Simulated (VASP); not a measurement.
# V (Pm-3m) in VASP: a series of runs

The runs below take V through single point, with revPBE.

All numbers are computed with VASP 6.6.1; they aren't measurements. Logs are shortened: lines on timing, memory, paths and dates and some standing lists are left out, and cuts for length are marked.

## 1. The cell of the first run

Symmetry: Pm-3m, No. 221, cubic system. The conventional cell has a = 2.496 Å, b = 2.496 Å, c = 2.496 Å, α = 90.00°, β = 90.00°, γ = 90.00°. V (site symmetry m-3m) has 6 V at 2.50 Å within 3.3 Å.

## 2. Single point, revPBE (volume scaled by 1.04)

Input file INCAR:

```
SYSTEM = V
  ALGO = Normal
  EDIFF = 1E-6
  ENCUT = 520
  GGA = RE
  ISIF = 2
  ISMEAR = -1
  LASPH = .TRUE.
  LCHARG = .FALSE.
  LREAL = .FALSE.
  LWAVE = .FALSE.
  NBANDS = 12
  NELM = 100
  PREC = Accurate
  SIGMA = 0.1
```

Input file KPOINTS:

```
k-points
0
G
  14 14 14
  0 0 0
```

Input file POSCAR:

```
V
1.0
    2.4958451285      0.0000000000      0.0000000000
    0.0000000000      2.4958451285      0.0000000000
    0.0000000000      0.0000000000      2.4958451285
V
1
Direct
    0.0000000000      0.0000000000      0.0000000000
```

Potentials or basis: VASP PAW PBE potentials, release 64 (V_sv).

Started as:

```sh
cat potpaw_PBE.64/V_sv/POTCAR > POTCAR
mpirun -np 1 vasp_std > vasp.out
```

OUTCAR:

```text
SYSTEM = V
   EDIFF = 1E-6
   ENCUT = 520
   GGA = RE
   ISIF = 2
   ISMEAR = -1
   LASPH = .TRUE.
   LREAL = .FALSE.
   NELM = 100
   PREC = Accurate

 ion  position               nearest neighbor table
   1  0.000  0.000  0.000-

  LATTYP: Found a simple cubic cell.
 ALAT       =     2.4958451285

  Lattice vectors:

 A1 = (   2.4958451285,   0.0000000000,   0.0000000000)
 A2 = (   0.0000000000,   2.4958451285,   0.0000000000)
 A3 = (   0.0000000000,   0.0000000000,   2.4958451285)

Analysis of symmetry for initial positions (statically):
=====================================================================
 Subroutine PRICEL returns:
 Original cell was already a primitive cell.

 Routine SETGRP: Setting up the symmetry group for a
 simple cubic supercell.

 Subroutine GETGRP returns: Found 48 space group operations
 (whereof 48 operations were pure point group operations)
 out of a pool of 48 trial point group operations.

The static configuration has the point symmetry O_h .

Analysis of symmetry for dynamics (positions and initial velocities):
=====================================================================
 Subroutine PRICEL returns:
 Original cell was already a primitive cell.

 Routine SETGRP: Setting up the symmetry group for a
 simple cubic supercell.

 Subroutine GETGRP returns: Found 48 space group operations
 (whereof 48 operations were pure point group operations)
 out of a pool of 48 trial point group operations.

The dynamic configuration has the point symmetry O_h .

 Subroutine INISYM returns: Found 48 space group operations
 (whereof 48 operations are pure point group operations),
 and found     1 'primitive' translations

----------------------------------------------------------------------------------------

                                     Primitive cell

  volume of cell :      15.5472

  direct lattice vectors                    reciprocal lattice vectors
     2.495845129  0.000000000  0.000000000     0.400665886  0.000000000  0.000000000
     0.000000000  2.495845129  0.000000000     0.000000000  0.400665886  0.000000000
     0.000000000  0.000000000  2.495845129     0.000000000  0.000000000  0.400665886

  length of vectors
     2.495845129  2.495845129  2.495845129     0.400665886  0.400665886  0.400665886

  position of ions in fractional coordinates (direct lattice)
[... 76 lines left out ...]
   NELM   =    100;   NELMIN=  2; NELMDL= -5     # of ELM steps
   EDIFF  = 0.1E-05   stopping-criterion for ELM
   LREAL  =      F    real-space projection
   EDIFFG = 0.1E-04   stopping-criterion for IOM
   NSW    =      0    number of steps for IOM
   IBRION =     -1    ionic relax: 0-MD 1-quasi-New 2-CG
   NFREE  =      0    steps in history (QN), initial steepest desc. (CG)
   ISIF   =      2    stress and relaxation
   ISYM   =      2    0-nonsym 1-usesym 2-fastsym
   POTIM  = 0.5000    time-step for ionic-motion
   TEBEG  =    0.0;   TEEND  =   0.0 temperature during run
   PSTRESS=    0.0 pullay stress
   NELECT =      13.0000    total number of electrons
   NUPDOWN=      -1.0000    fix difference up-down
   EMIN   =  10.00;   EMAX   =-10.00  energy-range for DOS
   EFERMI =   0.00;   METHOD = LEGACY
   ISMEAR =    -1;   SIGMA  =   0.10  broadening in eV -4-tet -1-fermi 0-gaus
   EFERMI_NEDOS =   21; number of points for ismear=-14 and -15
   IALGO  =     38    algorithm
   IMIX   =      4    mixing-type and parameters
     AMIX     =   0.40;   BMIX     =  1.00
     AMIX_MAG =   1.60;   BMIX_MAG =  1.00
  volume/ion in A,a.u.               =      15.55       104.92
  Fermi-wavevector in a.u.,A,eV,Ry     =   1.542310  2.914543 32.364448  2.378720
  Thomas-Fermi vector in A             =   2.648133
   LORBIT       =      0    0 simple, 1 ext, 2 COOP (PROOUT), +10 PAW based schemes
   GGA     = RE    functional components
   LHFCALC =     F    Hartree Fock is set to
   AEXX    =    0.0000 exact exchange contribution
   IVDW    =     0    specifies the selected vdW correction
   LEPSILON=     F    determine dielectric tensor
   LRPA    =     F    only Hartree local field effects (RPA)
 non-spin polarized calculation
  energy-cutoff  :      520.00
  volume of cell :       15.55
 maximum number of plane-waves:       437
 NGX is ok and might be reduce to    20
   NGX =  9   NGY =  9   NGZ =  9

 number of electron      12.9999994 magnetization

 Free energy of the ion-electron system (eV)
  ---------------------------------------------------
  ext. energy  EPLUGINS =         0.00000000
  ---------------------------------------------------
  free energy    TOTEN  =        -7.78054674 eV

  energy without entropy =       -7.72154277  energy(sigma->0) =       -7.75104475

 E-fermi :   8.2811     XC(G=0): -11.9457

 val. band max:        8.2782560293   @ k =   0.2857   0.2857   0.2857
 cond. band min:       8.2824865734   @ k =   0.4286   0.2143   0.2143
 fundamental gap:      0.0042305441
 Fermi energy:         8.2810595732

 k-point     1 :       0.0000    0.0000    0.0000
  band No.  band energies     occupation
      1     -55.7348      2.00000
      2     -29.0297      2.00000
      3     -29.0297      2.00000
      4     -29.0297      2.00000
      5       2.0565      2.00000
      6       6.2921      2.00000
      7       6.2921      2.00000
      8      11.5489      0.00000
      9      11.5489      0.00000
     10      11.5489      0.00000
     11      25.8570      0.00000
     12      25.8570      0.00000
[... 331 lines left out ...]
 k-point    24 :       0.3571    0.2143    0.0000
  band No.  band energies     occupation
      1     -55.5782      2.00000
      2     -29.7037      2.00000
      3     -29.2999      2.00000
      4     -28.9375      2.00000
      5       5.5782      2.00000
      6       7.1273      1.99998
      7       8.3401      0.71289
      8      10.1625      0.00000
      9      10.3793      0.00000
     10      11.0014      0.00000
     11      17.3415      0.00000
     12      23.3952      0.00000

 [... further k-points ...]
[... 5 lines left out ...]
  --------------------------------------------------------------------------------------
  -------------------------------------------------------------------------------------
  Total       -0.3794129     -0.3794129     -0.3794129      0.0000000     -0.0000000      0.0000000
  in kB      -39.0993696    -39.0993696    -39.0993696      0.0000000     -0.0000000      0.0000000
  external PRESSURE =     -39.0993696 kB  Pullay stress =       0.0000000 kB

 VOLUME and BASIS-vectors are now :
 -----------------------------------------------------------------------------
  energy-cutoff  :      520.00
  volume of cell :       15.55
      direct lattice vectors                 reciprocal lattice vectors
     2.495845129  0.000000000  0.000000000     0.400665886  0.000000000  0.000000000
     0.000000000  2.495845129  0.000000000     0.000000000  0.400665886  0.000000000
     0.000000000  0.000000000  2.495845129     0.000000000  0.000000000  0.400665886

 POSITION                                       TOTAL-FORCE (eV/Angst)
 -----------------------------------------------------------------------------------
      0.00000      0.00000      0.00000         0.000000      0.000000      0.000000
 -----------------------------------------------------------------------------------
    total drift:                               -0.000000     -0.000000     -0.000000

  FREE ENERGIE OF THE ION-ELECTRON SYSTEM (eV)
  ---------------------------------------------------
  free  energy   TOTEN  =        -7.7805467409 eV

  energy  without entropy=       -7.7215427669  energy(sigma->0) =       -7.75104475
```

OSZICAR:

```text
N       E                     dE             d eps       ncg     rms          rms(c)
DAV:   1     0.959383946356E+02    0.95938E+02   -0.70964E+03  2880   0.116E+03
DAV:   2    -0.730558689131E+01   -0.10324E+03   -0.99949E+02  2916   0.329E+02
DAV:   3    -0.871842132807E+01   -0.14128E+01   -0.14070E+01  3200   0.456E+01
DAV:   4    -0.872604000098E+01   -0.76187E-02   -0.76186E-02  3144   0.357E+00
DAV:   5    -0.872613892569E+01   -0.98925E-04   -0.98924E-04  3240   0.386E-01    0.147E+01
DAV:   6    -0.778418265955E+01    0.94196E+00   -0.29188E+00  3004   0.243E+01    0.189E+00
DAV:   7    -0.778092139794E+01    0.32613E-02   -0.26843E-02  3004   0.197E+00    0.125E+00
DAV:   8    -0.778056429404E+01    0.35710E-03   -0.63343E-03  3036   0.981E-01    0.931E-02
DAV:   9    -0.778056062884E+01    0.36652E-05   -0.16622E-04  2972   0.170E-01    0.331E-02
DAV:  10    -0.778054647153E+01    0.14157E-04   -0.34209E-05  3092   0.829E-02    0.848E-03
DAV:  11    -0.778054674090E+01   -0.26937E-06   -0.71452E-07  1968   0.136E-02
   1 F= -.77805467E+01 E0= -.77510448E+01  d E =-.590040E-01
```

Wall time 23 s (1 thread of AMD EPYC 7R13, shared host); peak memory 0.1 GiB.

Results:

```yaml
Free_energy: -7.7805 eV
Pressure: -3.9 GPa
```

Levels at points of the mesh, in eV from the Fermi level:
```
           k point  band 3  band 4  band 5  band 6  band 7  band 8  band 9  band 10  band 11  band 12
(0.00, 0.00, 0.00)  -37.31  -37.31   -6.22   -1.99   -1.99    3.27    3.27     3.27    17.58    17.58
(0.50, 0.00, 0.00)  -37.23  -37.23   -2.22   -1.28   -0.27    1.44    1.44     3.43     7.19    18.84
(0.50, 0.50, 0.00)  -38.06  -37.16   -3.27   -0.70    1.84    1.84    4.38     5.75     5.75    12.05
(0.50, 0.50, 0.50)  -37.95  -37.95   -1.76   -1.76   -1.76    4.48    4.48    10.21    12.63    12.63
```

Caveat: the PAW data sets were made with another functional, which shifts forces and pressure a little.

## 3. Single point, revPBE (volume scaled by 1.08)

Input file INCAR:

```
ALGO = Normal
EDIFF = 1E-6
ENCUT = 520
GGA = RE
ISIF = 2
ISMEAR = -1
LASPH = True
LCHARG = False
LREAL = False
LWAVE = False
NBANDS = 12
NELM = 60
PREC = Accurate
SIGMA = 0.1
```

Input file KPOINTS:

```
k-points
0
Gamma
  14 14 14
```

Input file POSCAR:

```
V
1.0
    2.5274414590      0.0000000000      0.0000000000
    0.0000000000      2.5274414590      0.0000000000
    0.0000000000      0.0000000000      2.5274414590
V
1
Direct
    0.0000000000      0.0000000000      0.0000000000
```

Potentials or basis: VASP PAW PBE potentials, release 64 (V_sv).

Started as:

```sh
cat potpaw_PBE.64/V_sv/POTCAR > POTCAR
mpirun -np 1 vasp_std > vasp.out
```

Run time: 23 s. Hardware: 1 thread of AMD EPYC 7R13, shared host; peak memory 0.11 GiB.

Results (log left out):

```yaml
Free_energy: -7.7585 eV
Pressure: -7.8 GPa
```

Levels at points of the mesh, in eV from the Fermi level:
| k point | band 4 | band 5 | band 6 | band 7 | band 8 | band 9 | band 10 | band 11 |
| --- | --- | --- | --- | --- | --- | --- | --- | --- |
| (0.00, 0.00, 0.00) | -37.39 | -6.12 | -1.89 | -1.89 | 3.12 | 3.12 | 3.12 | 17.14 |
| (0.50, 0.00, 0.00) | -37.32 | -2.20 | -1.21 | -0.29 | 1.40 | 1.40 | 3.28 | 6.86 |
| (0.50, 0.50, 0.00) | -37.25 | -3.08 | -0.69 | 1.77 | 1.77 | 4.17 | 5.53 | 5.53 |
| (0.50, 0.50, 0.50) | -37.96 | -1.64 | -1.64 | -1.64 | 4.26 | 4.26 | 10.15 | 12.14 |

Caveat: the PAW data sets were made with another functional, which shifts forces and pressure a little.
